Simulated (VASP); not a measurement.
# SnO (Pmn2_1) in VASP: a series of runs

The runs below take SnO through single point, with r2SCAN.

All numbers are computed with VASP 6.6.1; they aren't measurements. Logs are shortened: lines on timing, memory, paths and dates and some standing lists are left out, and cuts for length are marked.

## 1. The cell of the first run

Symmetry: Pmn2_1, No. 31, orthorhombic system. The conventional cell has a = 3.649 Å, b = 5.674 Å, c = 4.222 Å, α = 90.00°, β = 90.00°, γ = 90.00°. Within 2.8 Å of Sn (site symmetry m) lie 3 O at 2.15 to 2.28 Å. Within 2.8 Å of O (site symmetry m) lie 3 Sn at 2.15 to 2.28 Å.

## 2. Single point, r2SCAN (strain +0.0875 x Voigt [1, 0, 0, 0, 0, 0])

Input file POSCAR:

```
SnO
1.0
    3.6485679375      0.0000000000      0.0000000000
    0.0000000000      5.6741040000      0.0000000000
    0.0000000000      0.0000000000      4.2219700000
Sn O
2 2
Direct
    0.0000000000      0.2319090000      0.5131440000
    0.5000000000      0.7680910000      0.0131440000
    0.0000000000      0.8912500000      0.7368570000
    0.5000000000      0.1087500000      0.2368570000
```

Input file INCAR.step1:

```
SYSTEM = SnO
PREC = Accurate
ENCUT = 520
ISMEAR = 0
SIGMA = 0.05
LREAL = .False.
LASPH = .True.
NELM = 80
NBANDS = 28
GGA = PE
ALGO = Normal
EDIFF = 1E-4
LWAVE = .True.
LCHARG = .False.
```

Input file INCAR.step2:

```
SYSTEM = SnO
PREC = Accurate
ENCUT = 520
EDIFF = 1E-6
ISMEAR = 0
SIGMA = 0.05
LREAL = .False.
LASPH = .True.
NELM = 80
ALGO = Normal
ISIF = 2
LWAVE = .False.
LCHARG = .False.
METAGGA = R2SCAN
LMIXTAU = .True.
NBANDS = 28
ISTART = 1
```

Input file KPOINTS:

```
regular mesh
0
Gamma
  8 6 6
  0 0 0
```

Potentials or basis: VASP PAW PBE potentials, release 64 (Sn_d, O).

The run is started by

```sh
cat potpaw_PBE.64/Sn_d/POTCAR potpaw_PBE.64/O/POTCAR > POTCAR
cp INCAR.step1 INCAR
mpirun -np 1 vasp_std > vasp.out
cp INCAR.step2 INCAR
mpirun -np 1 vasp_std > vasp.out
```

OUTCAR:

```text
SYSTEM = SnO
   PREC = Accurate
   ENCUT = 520
   EDIFF = 1E-6
   ISMEAR = 0
   LREAL = .False.
   LASPH = .True.
   NELM = 80
   ISIF = 2
   METAGGA = R2SCAN
   ISTART = 1

 ion  position               nearest neighbor table
   1  0.000  0.232  0.513-   3 2.15   4 2.28   4 2.28
   2  0.500  0.768  0.013-   4 2.15   3 2.28   3 2.28
   3  0.000  0.891  0.737-   1 2.15   2 2.28   2 2.28
   4  0.500  0.109  0.237-   2 2.15   1 2.28   1 2.28

  LATTYP: Found a simple orthorhombic cell.
 ALAT       =     3.6485679375
 B/A-ratio  =     1.1571581158
 C/A-ratio  =     1.5551592014

  Lattice vectors:

 A1 = (  -3.6485679375,   0.0000000000,   0.0000000000)
 A2 = (   0.0000000000,   0.0000000000,   4.2219700000)
 A3 = (   0.0000000000,   5.6741040000,   0.0000000000)

Analysis of symmetry for initial positions (statically):
=====================================================================
 Subroutine PRICEL returns:
 Original cell was already a primitive cell.

 Routine SETGRP: Setting up the symmetry group for a
 simple orthorhombic supercell.

 Subroutine GETGRP returns: Found  4 space group operations
 (whereof  2 operations were pure point group operations)
 out of a pool of  8 trial point group operations.

The static configuration has the point symmetry C_1h.
 The point group associated with its full space group is C_2v.

Analysis of symmetry for dynamics (positions and initial velocities):
=====================================================================
 Subroutine PRICEL returns:
 Original cell was already a primitive cell.

 Routine SETGRP: Setting up the symmetry group for a
 simple orthorhombic supercell.

 Subroutine GETGRP returns: Found  4 space group operations
 (whereof  2 operations were pure point group operations)
 out of a pool of  8 trial point group operations.

The dynamic configuration has the point symmetry C_1h.
 The point group associated with its full space group is C_2v.

 Subroutine INISYM returns: Found  4 space group operations
 (whereof  2 operations are pure point group operations),
 and found     1 'primitive' translations

----------------------------------------------------------------------------------------

                                     Primitive cell

  volume of cell :      87.4047

  direct lattice vectors                    reciprocal lattice vectors
     3.648567938  0.000000000  0.000000000     0.274080137  0.000000000  0.000000000
     0.000000000  5.674104000  0.000000000     0.000000000  0.176239279  0.000000000
     0.000000000  0.000000000  4.221970000     0.000000000  0.000000000  0.236856254

  length of vectors
     3.648567938  5.674104000  4.221970000     0.274080137  0.176239279  0.236856254

  position of ions in fractional coordinates (direct lattice)
     0.000000000  0.231909000  0.513144000
     0.500000000  0.768091000  0.013144000
     0.000000000  0.891250000  0.736857000
     0.500000000  0.108750000  0.236857000

  ion indices of the primitive-cell ions
   primitive index   ion index
                 1           1
                 2           2
                 3           3
                 4           4

----------------------------------------------------------------------------------------

 KPOINTS: regular mesh

Automatic generation of k-mesh.
 Grid dimensions read from file:
 generate k-points for:    8    6    6

 Generating k-lattice:

  Cartesian coordinates                     Fractional coordinates (reciprocal lattice)
     0.034260017  0.000000000  0.000000000     0.125000000  0.000000000  0.000000000
     0.000000000  0.029373213  0.000000000     0.000000000  0.166666667  0.000000000
     0.000000000  0.000000000  0.039476042     0.000000000  0.000000000  0.166666667

  Length of vectors
     0.034260017  0.029373213  0.039476042

  Shift w.r.t. Gamma in fractional coordinates (k-lattice)
     0.000000000  0.000000000  0.000000000

 Subroutine IBZKPT returns following result:
 ===========================================

 Found     80 irreducible k-points:

 Following reciprocal coordinates:
            Coordinates               Weight
  0.000000  0.000000  0.000000      1.000000
  0.125000  0.000000  0.000000      2.000000
  0.250000  0.000000  0.000000      2.000000
  0.375000  0.000000  0.000000      2.000000
  0.500000  0.000000  0.000000      1.000000
  0.000000  0.166667  0.000000      2.000000
[... 16 lines left out ...]
  0.250000  0.000000  0.166667      4.000000
  0.375000  0.000000  0.166667      4.000000
 [... further k-points ...]
   k-points           NKPTS =     80   k-points in BZ     NKDIM =     80   number of bands    NBANDS=     28
   number of dos      NEDOS =    301   number of ions     NIONS =      4
   total plane-waves  NPLWV =  37632
   dimension x,y,z NGX =    28 NGY =   42 NGZ =   32
   dimension x,y,z NGXF=    56 NGYF=   84 NGZF=   64
   ions per type =               2   2
   NGX,Y,Z   is equivalent  to a cutoff of  12.76, 12.31, 12.60 a.u.
   NGXF,Y,Z  is equivalent  to a cutoff of  25.52, 24.61, 25.20 a.u.
 SYSTEM =  SnO
   PREC   = accura    normal or accurate (medium, high low for compatibility)
   ISTART =      1    job   : 0-new  1-cont  2-samecut
   ICHARG =      0    charge: 1-file 2-atom 10-const
   ISPIN  =      1    spin polarized calculation?
   LNONCOLLINEAR =      F non collinear calculations
   LSORBIT =      F    spin-orbit coupling
   LASPH  =      T    aspherical Exc in radial PAW
   ENCUT  =  520.0 eV  38.22 Ry    6.18 a.u.   6.78 10.55  7.85*2*pi/ulx,y,z
   NELM   =     80;   NELMIN=  2; NELMDL=  0     # of ELM steps
   EDIFF  = 0.1E-05   stopping-criterion for ELM
   LREAL  =      F    real-space projection
   EDIFFG = 0.1E-04   stopping-criterion for IOM
   NSW    =      0    number of steps for IOM
   IBRION =     -1    ionic relax: 0-MD 1-quasi-New 2-CG
   NFREE  =      0    steps in history (QN), initial steepest desc. (CG)
   ISIF   =      2    stress and relaxation
   ISYM   =      2    0-nonsym 1-usesym 2-fastsym
   POTIM  = 0.5000    time-step for ionic-motion
   TEBEG  =    0.0;   TEEND  =   0.0 temperature during run
   PSTRESS=    0.0 pullay stress
   NELECT =      40.0000    total number of electrons
   NUPDOWN=      -1.0000    fix difference up-down
   EMIN   =  10.00;   EMAX   =-10.00  energy-range for DOS
   EFERMI =   0.00;   METHOD = LEGACY
   ISMEAR =     0;   SIGMA  =   0.05  broadening in eV -4-tet -1-fermi 0-gaus
   EFERMI_NEDOS =   21; number of points for ismear=-14 and -15
   IALGO  =     38    algorithm
   IMIX   =      4    mixing-type and parameters
     AMIX     =   0.40;   BMIX     =  1.00
     AMIX_MAG =   1.60;   BMIX_MAG =  1.00
  volume/ion in A,a.u.               =      21.85       147.46
  Fermi-wavevector in a.u.,A,eV,Ry     =   1.261585  2.384050 21.654990  1.591597
  Thomas-Fermi vector in A             =   2.395037
   LORBIT       =      0    0 simple, 1 ext, 2 COOP (PROOUT), +10 PAW based schemes
   METAGGA = R2SCAN    functional components
   LHFCALC =     F    Hartree Fock is set to
   AEXX    =    0.0000 exact exchange contribution
   IVDW    =     0    specifies the selected vdW correction
   LEPSILON=     F    determine dielectric tensor
   LRPA    =     F    only Hartree local field effects (RPA)
 non-spin polarized calculation
 Gauss-broadening in eV      SIGMA  =   0.05
  energy-cutoff  :      520.00
  volume of cell :       87.40
 maximum number of plane-waves:      2388
 NGX is ok and might be reduce to    28
   NGX = 13   NGY = 21   NGZ = 15

 number of electron      39.9999978 magnetization

 Free energy of the ion-electron system (eV)
  ---------------------------------------------------
  ext. energy  EPLUGINS =         0.00000000
  ---------------------------------------------------
  free energy    TOTEN  =       -66.18800498 eV

  energy without entropy =      -66.18800498  energy(sigma->0) =      -66.18800498

 E-fermi :   4.0992     XC(G=0):  -9.7226

 val. band max:        3.8725471247   @ k =   0.0000   0.0000   0.0000
 cond. band min:       5.5437390805   @ k =   0.3750   0.5000   0.0000
 fundamental gap:      1.6711919558
 Fermi energy:         4.0991882377

 k-point     1 :       0.0000    0.0000    0.0000
  band No.  band energies     occupation
      1     -17.9187      2.00000
      2     -17.6491      2.00000
      3     -17.6318      2.00000
      4     -17.6203      2.00000
      5     -17.5978      2.00000
      6     -17.5664      2.00000
[... 20 lines left out ...]
     27      13.0374      0.00000
     28      13.6563      0.00000

 k-point     2 :       0.1250    0.0000    0.0000
  band No.  band energies     occupation
      1     -17.9151      2.00000
      2     -17.6638      2.00000
      3     -17.6272      2.00000
      4     -17.6269      2.00000
      5     -17.5987      2.00000
      6     -17.5640      2.00000
[... 20 lines left out ...]
     27      12.9629      0.00000
     28      13.9137      0.00000

 k-point     3 :       0.2500    0.0000    0.0000
  band No.  band energies     occupation
      1     -17.9075      2.00000
      2     -17.7326      2.00000
      3     -17.6142      2.00000
      4     -17.6081      2.00000
      5     -17.5976      2.00000
      6     -17.5650      2.00000
[... 20 lines left out ...]
     27      12.5709      0.00000
     28      13.9370      0.00000

 k-point     4 :       0.3750    0.0000    0.0000
  band No.  band energies     occupation
      1     -17.8952      2.00000
      2     -17.8095      2.00000
      3     -17.5980      2.00000
      4     -17.5912      2.00000
      5     -17.5909      2.00000
      6     -17.5716      2.00000
[... 578 lines left out ...]
     27      13.5536      0.00000
     28      14.6277      0.00000

 k-point    23 :       0.2500    0.0000    0.1667
  band No.  band energies     occupation
      1     -17.9003      2.00000
      2     -17.7492      2.00000
      3     -17.6113      2.00000
      4     -17.6070      2.00000
      5     -17.5983      2.00000
      6     -17.5728      2.00000
[... 20 lines left out ...]
     27      13.2731      0.00000
     28      14.7396      0.00000

 k-point    24 :       0.3750    0.0000    0.1667
  band No.  band energies     occupation
      1     -17.8950      2.00000
      2     -17.8216      2.00000
      3     -17.5959      2.00000
      4     -17.5916      2.00000
      5     -17.5891      2.00000
      6     -17.5772      2.00000
[... 20 lines left out ...]
     27      13.3480      0.00000
     28      14.3817      0.00000

 [... further k-points ...]

------------------------ aborting loop because EDIFF is reached ----------------------------------------

  FORCE on cell =-STRESS in cart. coord.  units (eV):
  Direction    XX          YY          ZZ          XY          YZ          ZX
  --------------------------------------------------------------------------------------
  -------------------------------------------------------------------------------------
  Total       -6.8080715     -3.1137846     -3.2986033      0.0000000      0.0000000      0.0000000
  in kB     -124.7957571    -57.0774131    -60.4652429      0.0000000      0.0000000      0.0000000
  external PRESSURE =     -80.7794710 kB  Pullay stress =       0.0000000 kB

 VOLUME and BASIS-vectors are now :
 -----------------------------------------------------------------------------
  energy-cutoff  :      520.00
  volume of cell :       87.40
      direct lattice vectors                 reciprocal lattice vectors
     3.648567938  0.000000000  0.000000000     0.274080137  0.000000000  0.000000000
     0.000000000  5.674104000  0.000000000     0.000000000  0.176239279  0.000000000
     0.000000000  0.000000000  4.221970000     0.000000000  0.000000000  0.236856254

 POSITION                                       TOTAL-FORCE (eV/Angst)
 -----------------------------------------------------------------------------------
      0.00000      1.31588      2.16648         0.000000     -1.266112     -0.470513
      1.82428      4.35823      0.05549         0.000000      1.266112     -0.470513
      0.00000      5.05705      3.11099         0.000000      0.182622      0.470513
      1.82428      0.61706      1.00000         0.000000     -0.182622      0.470513
 -----------------------------------------------------------------------------------
    total drift:                                0.000000      0.000000     -0.003645

  FREE ENERGIE OF THE ION-ELECTRON SYSTEM (eV)
  ---------------------------------------------------
  free  energy   TOTEN  =       -66.1880049767 eV

  energy  without entropy=      -66.1880049767  energy(sigma->0) =      -66.18800498
```

Run time: 6.3 min. Hardware: 1 thread of Intel Xeon Platinum 8375C at 2.90GHz (Ice Lake), shared host; peak memory 0.3 GiB.

What came out:

```yaml
Free_energy: -66.1880 eV
Pressure: -8.1 GPa
Largest_force: 1.351 eV/Å
Band_gap_on_the_k_mesh: 1.67 eV, indirect (least direct gap 2.51 eV)
```

Forces on the atoms (eV/Å):
```
Sn   0.000 -1.266 -0.471
Sn   0.000  1.266 -0.471
O    0.000  0.183  0.471
O    0.000 -0.183  0.471
```

Stress tensor (GPa, compression positive):
```
-12.48   0.00   0.00
  0.00  -5.71   0.00
  0.00   0.00  -6.05
```

Levels at points of the mesh, in eV from the valence-band top:
```csv
k point,band 16,band 17,band 18,band 19,band 20,band 21,band 22,band 23,band 24,band 25
"(0.00, 0.00, 0.00)",-3.89,-3.12,-2.54,-1.81,0.00,2.79,3.28,6.05,6.29,6.99
"(0.50, 0.00, 0.00)",-4.07,-2.38,-2.38,-1.44,-1.44,3.03,3.03,5.68,5.68,6.34
"(0.00, 0.50, 0.00)",-3.66,-3.62,-2.57,-1.48,-1.25,3.80,3.97,4.99,5.10,5.85
"(0.50, 0.50, 0.00)",-3.88,-2.47,-2.47,-1.05,-1.05,2.17,2.17,6.10,6.10,7.50
"(0.00, 0.00, 0.50)",-3.18,-3.12,-3.12,-1.61,-1.61,2.48,2.48,5.62,5.62,6.98
"(0.50, 0.00, 0.50)",-3.72,-3.00,-3.00,-1.23,-1.23,2.32,2.32,4.66,4.66,6.92
"(0.00, 0.50, 0.50)",-3.17,-2.71,-2.71,-1.41,-1.41,1.99,1.99,6.14,6.14,6.85
"(0.50, 0.50, 0.50)",-3.87,-3.27,-3.27,-0.57,-0.57,2.58,2.58,4.39,4.39,5.98
```

Caveat: the cell differs from its parent crystal (strain +0.0875 x Voigt [1, 0, 0, 0, 0, 0]); the PAW data sets were made with another functional, which shifts forces and pressure a little; spin-orbit coupling is left out, which moves the levels of the heavy elements. A k mesh can miss the band edges.

## 3. Single point, r2SCAN (strain +0.1000 x Voigt [1, 0, 0, 0, 0, 0])

Edit POSCAR of step 2 so:

```diff
@@ -2,3 +2,3 @@
 1.0
-    3.6485679375      0.0000000000      0.0000000000
+    3.6905055000      0.0000000000      0.0000000000
     0.0000000000      5.6741040000      0.0000000000
```

Input file INCAR.step1:

```
ALGO = Normal
EDIFF = 1E-4
ENCUT = 520
GGA = PE
ISMEAR = 0
LASPH = T
LCHARG = F
LREAL = F
LWAVE = T
NBANDS = 28
NELM = 100
PREC = Accurate
SIGMA = 0.05
```

Input file INCAR.step2:

```
ALGO = Normal
EDIFF = 1E-6
ENCUT = 520
ISIF = 2
ISMEAR = 0
ISTART = 1
LASPH = T
LCHARG = F
LMIXTAU = T
LREAL = F
LWAVE = F
METAGGA = R2SCAN
NBANDS = 28
NELM = 100
PREC = Accurate
SIGMA = 0.05
```

Input file KPOINTS:

```
k-points
0
Gamma
  8 6 6
```

Potentials or basis: VASP PAW PBE potentials, release 64 (Sn_d, O).

The run is started by

```sh
cat potpaw_PBE.64/Sn_d/POTCAR potpaw_PBE.64/O/POTCAR > POTCAR
cp INCAR.step1 INCAR
mpirun -np 1 vasp_std > vasp.out
cp INCAR.step2 INCAR
mpirun -np 1 vasp_std > vasp.out
```

Wall time 6.4 min (1 thread of Intel Xeon Platinum 8375C at 2.90GHz (Ice Lake), shared host); peak memory 0.3 GiB.

It converged, with:

```
Free energy            : -66.1081 eV
Pressure               : -8.6 GPa
Largest force          : 1.447 eV/Å
Band gap on the k mesh : 1.68 eV, indirect (least direct gap 2.52 eV)
```

Forces on the atoms (eV/Å):
```
Sn   0.000 -1.362 -0.487
Sn   0.000  1.362 -0.487
O    0.000  0.200  0.487
O    0.000 -0.200  0.487
```

Stress tensor (GPa, compression positive):
```
-13.25   0.00   0.00
  0.00  -6.18   0.00
  0.00   0.00  -6.38
```

Levels at points of the mesh, in eV from the valence-band top:
```tsv
k point	band 18	band 19	band 20	band 21	band 22	band 23
(0.00, 0.00, 0.00)	-2.47	-1.74	0.00	2.79	3.26	6.04
(0.50, 0.00, 0.00)	-2.31	-1.43	-1.43	3.06	3.06	5.66
(0.00, 0.50, 0.00)	-2.51	-1.43	-1.21	3.80	3.95	4.97
(0.50, 0.50, 0.00)	-2.40	-1.04	-1.04	2.19	2.19	6.03
(0.00, 0.00, 0.50)	-3.05	-1.58	-1.58	2.43	2.43	5.63
(0.50, 0.00, 0.50)	-2.94	-1.21	-1.21	2.32	2.32	4.62
(0.00, 0.50, 0.50)	-2.65	-1.39	-1.39	1.97	1.97	6.11
(0.50, 0.50, 0.50)	-3.21	-0.56	-0.56	2.57	2.57	4.38
```

Caveat: the cell differs from its parent crystal (strain +0.1000 x Voigt [1, 0, 0, 0, 0, 0]); the PAW data sets were made with another functional, which shifts forces and pressure a little; spin-orbit coupling is left out, which moves the levels of the heavy elements.
